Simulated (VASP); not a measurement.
A run of VASP 6.6.1:

File INCAR:

```
PREC = Accurate ; ENCUT = 520
EDIFF = 1E-7 ; ISMEAR = 0
SIGMA = 0.1 ; LREAL = F
LASPH = T ; NELM = 100
ALGO = Normal ; ISIF = 2
LWAVE = F ; LCHARG = F
GGA = PE ; NBANDS = 16
```

KPOINTS

```
Automatic mesh
0
Gamma
  18 18 6
```

The input POSCAR:

```
B3C2
1.0
    2.7272397004      0.0000000000      0.0000000000
   -1.3636198502      2.3618588627      0.0000000000
    0.0000000000      0.0000000000      7.4263983363
B C
3 2
Direct
    0.6666666667      0.3333333333      0.7779491300
    0.6666666667      0.3333333333      0.2220508700
    0.6666666667      0.3333333333      0.0000000000
    0.3333333333      0.6666666667      0.7805302393
    0.3333333333      0.6666666667      0.2194697607
```

Potentials or basis: VASP PAW PBE potentials, release 64 (B, C).

Command:

```bash
$ cat potpaw_PBE.64/B/POTCAR potpaw_PBE.64/C/POTCAR > POTCAR
$ mpirun -np 1 vasp_std > vasp.out
```

Hardware: 1 thread of AMD EPYC 7R13 (shared host).

How long does it take, and how much memory?

Run time: 2.4 min on 1 thread of AMD EPYC 7R13 (shared host), peak memory 0.19 GiB. Counts: scf iterations 15, k points 148.
